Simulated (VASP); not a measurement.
# KI (I4/mmm) in VASP: a series of runs, part 2 of 2

VASP 6.6.1. The steps go on from the part before.

### 5 Single point, PBE (strain +0.0350 x Voigt [0, 0, 1, 0, 0, 0])

File INCAR:

```
SYSTEM = KI
  ALGO = Normal
  EDIFF = 1E-7
  ENCUT = 520
  GGA = PE
  ISIF = 2
  ISMEAR = 0
  LASPH = .True.
  LCHARG = .False.
  LREAL = .False.
  LWAVE = .False.
  NBANDS = 15
  NELM = 80
  PREC = Accurate
  SIGMA = 0.05
```

File KPOINTS:

```
k-points
0
Gamma
  6 6 6
  0 0 0
```

File POSCAR:

```
KI
1.0
    0.0000000000      3.5245500000      3.6479092500
    3.5245500000      0.0000000000      3.6479092500
    3.5245500000      3.5245500000      0.0000000000
K I
1 1
Direct
    0.0000000000      0.0000000000      0.0000000000
    0.5000000000      0.5000000000      0.5000000000
```

Potentials or basis: VASP PAW PBE potentials, release 64 (K_sv, I).

The run is started by

```console
$ cat potpaw_PBE.64/K_sv/POTCAR potpaw_PBE.64/I/POTCAR > POTCAR
$ mpirun -np 1 vasp_std > vasp.out
```

OUTCAR:

```text
SYSTEM = KI
   EDIFF = 1E-7
   ENCUT = 520
   GGA = PE
   ISIF = 2
   ISMEAR = 0
   LASPH = .True.
   LREAL = .False.
   NELM = 80
   PREC = Accurate

 ion  position               nearest neighbor table
   1  0.000  0.000  0.000-   2 3.52   2 3.52   2 3.52   2 3.52   2 3.65   2 3.65
   2  0.500  0.500  0.500-   1 3.52   1 3.52   1 3.52   1 3.52   1 3.65   1 3.65

  LATTYP: Found a body centered tetragonal cell.
 ALAT       =     4.9844664113
 C/A-ratio  =     1.4637110371

  Lattice vectors:

 A1 = (  -3.5245500000,   0.0000000000,   3.6479092500)
 A2 = (   3.5245500000,   0.0000000000,   3.6479092500)
 A3 = (   0.0000000000,   3.5245500000,  -3.6479092500)

Analysis of symmetry for initial positions (statically):
=====================================================================
 Subroutine PRICEL returns:
 Original cell was already a primitive cell.

 Routine SETGRP: Setting up the symmetry group for a
 body centered tetragonal supercell.

 Subroutine GETGRP returns: Found 16 space group operations
 (whereof 16 operations were pure point group operations)
 out of a pool of 16 trial point group operations.

The static configuration has the point symmetry D_4h.

Analysis of symmetry for dynamics (positions and initial velocities):
=====================================================================
 Subroutine PRICEL returns:
 Original cell was already a primitive cell.

 Routine SETGRP: Setting up the symmetry group for a
 body centered tetragonal supercell.

 Subroutine GETGRP returns: Found 16 space group operations
 (whereof 16 operations were pure point group operations)
 out of a pool of 16 trial point group operations.

The dynamic configuration has the point symmetry D_4h.

 Subroutine INISYM returns: Found 16 space group operations
 (whereof 16 operations are pure point group operations),
 and found     1 'primitive' translations

----------------------------------------------------------------------------------------

                                     Primitive cell

  volume of cell :      90.6320

  direct lattice vectors                    reciprocal lattice vectors
[... 120 lines left out ...]
  energy-cutoff  :      520.00
  volume of cell :       90.63
 maximum number of plane-waves:      2469
 NGX is ok and might be reduce to    40
   NGX = 19   NGY = 19   NGZ = 19

 number of electron      16.0000000 magnetization

 Free energy of the ion-electron system (eV)
  ---------------------------------------------------
  ext. energy  EPLUGINS =         0.00000000
  ---------------------------------------------------
  free energy    TOTEN  =        -5.55831648 eV

  energy without entropy =       -5.55831648  energy(sigma->0) =       -5.55831648

 E-fermi :  -0.2712     XC(G=0):  -7.0693

 val. band max:       -0.5531311779   @ k =   0.0000   0.0000   0.0000
 cond. band min:       3.3441337766   @ k =   0.0000   0.0000   0.0000
 fundamental gap:      3.8972649545
 Fermi energy:        -0.2712469876

 k-point     1 :       0.0000    0.0000    0.0000
  band No.  band energies     occupation
      1     -29.1036      2.00000
      2     -12.5897      2.00000
      3     -12.5880      2.00000
      4     -12.5880      2.00000
      5     -11.0182      2.00000
      6      -0.5582      2.00000
      7      -0.5531      2.00000
      8      -0.5531      2.00000
      9       3.3441      0.00000
     10       5.8201      0.00000
     11       6.0209      0.00000
     12       6.0209      0.00000
     13       6.5906      0.00000
     14       6.7152      0.00000
[... 401 lines left out ...]
      2     -12.6432      2.00000
      3     -12.6104      2.00000
      4     -12.6023      2.00000
      5     -10.8532      2.00000
      6      -1.4771      2.00000
      7      -1.0567      2.00000
      8      -0.9076      2.00000
      9       4.7949      0.00000
     10       5.5877      0.00000
     11       7.1059      0.00000
     12       7.6216      0.00000
     13       8.2791      0.00000
     14       8.6881      0.00000
     15       9.2162      0.00000

 [... further k-points ...]

------------------------ aborting loop because EDIFF is reached ----------------------------------------

  FORCE on cell =-STRESS in cart. coord.  units (eV):
  Direction    XX          YY          ZZ          XY          YZ          ZX
  --------------------------------------------------------------------------------------
  -------------------------------------------------------------------------------------
  Total        0.3125056      0.3125056     -0.1092830      0.0000000     -0.0000000     -0.0000000
  in kB        5.5244250      5.5244250     -1.9318883      0.0000000     -0.0000000     -0.0000000
  external PRESSURE =       3.0389872 kB  Pullay stress =       0.0000000 kB

 VOLUME and BASIS-vectors are now :
 -----------------------------------------------------------------------------
  energy-cutoff  :      520.00
  volume of cell :       90.63
      direct lattice vectors                 reciprocal lattice vectors
     0.000000000  3.524550000  3.647909250    -0.141862082  0.141862082  0.137064813
     3.524550000  0.000000000  3.647909250     0.141862082 -0.141862082  0.137064813
     3.524550000  3.524550000  0.000000000     0.141862082  0.141862082 -0.137064813

 POSITION                                       TOTAL-FORCE (eV/Angst)
 -----------------------------------------------------------------------------------
      0.00000      0.00000      0.00000        -0.000000      0.000000      0.000000
      3.52455      3.52455      3.64791         0.000000     -0.000000     -0.000000
 -----------------------------------------------------------------------------------
    total drift:                                0.000000     -0.000000     -0.000000

  FREE ENERGIE OF THE ION-ELECTRON SYSTEM (eV)
  ---------------------------------------------------
  free  energy   TOTEN  =        -5.5583164764 eV

  energy  without entropy=       -5.5583164764  energy(sigma->0) =       -5.55831648
```

stdout:

```text
POSCAR found type information on POSCAR K I
 POSCAR found :  2 types and       2 ions
 scaLAPACK will be used
 LDA part: xc-table for (Slater+PW92), standard interpolation
 POSCAR, INCAR and KPOINTS ok, starting setup
 FFT: planning ... GRIDC
 FFT: planning ... GRID_SOFT
 FFT: planning ... GRID
 WAVECAR not read
 entering main loop
```

Run time: 80 s. Hardware: 1 thread of Intel Xeon Platinum 8488C (Sapphire Rapids), shared host; peak memory 0.25 GiB.

Results:

```yaml
Free_energy: -5.5583 eV
Pressure: 0.3 GPa
Band_gap_on_the_k_mesh: 3.90 eV, direct
```

Stress tensor (GPa, compression positive):
```
 0.55  0.00  0.00
 0.00  0.55  0.00
 0.00  0.00 -0.19
```

Levels at points of the mesh, in eV from the valence-band top:
```tsv
k point	band 4	band 5	band 6	band 7	band 8	band 9	band 10	band 11	band 12	band 13
(0.00, 0.00, 0.00)	-12.03	-10.47	-0.01	0.00	0.00	3.90	6.37	6.57	6.57	7.14
(0.50, 0.00, 0.00)	-12.04	-10.22	-1.26	-0.32	-0.31	5.49	7.62	7.97	8.22	8.65
(0.50, 0.50, 0.00)	-12.05	-10.34	-0.97	-0.32	-0.32	4.99	5.70	8.01	8.57	8.62
(0.50, 0.00, 0.50)	-12.05	-10.33	-0.95	-0.39	-0.35	4.97	5.71	8.09	8.64	8.72
```

Caveat: the cell differs from its parent crystal (strain +0.0350 x Voigt [0, 0, 1, 0, 0, 0]); spin-orbit coupling is left out, which moves the levels of the heavy elements.

### 6 Summary

```csv
cell,gap on the mesh (eV),pressure (GPa)
"a = 5.060, b = 5.060, c = 4.984 Å, angles 60.5, 60.5, 59.0°, 2 atoms",3.91,0.4
"a = 5.035, b = 5.035, c = 4.984 Å, angles 60.3, 60.3, 59.3°, 2 atoms",3.93,0.5
"a = 5.085, b = 5.085, c = 4.984 Å, angles 60.7, 60.7, 58.7°, 2 atoms",3.89,0.3
"a = 5.072, b = 5.072, c = 4.984 Å, angles 60.6, 60.6, 58.9°, 2 atoms",3.90,0.3
```

Alike in all rows: task single point; level PBE; potentials or basis VASP PAW PBE potentials, release 64 (K_sv, I); no spin polarisation; k mesh 6 × 6 × 6; cutoff (eV) 520; smearing gaussian 0.05 eV.

Caveats: spin-orbit coupling is left out, which moves the levels of the heavy elements.

Absolute energies hang on the potentials; compare differences alone.
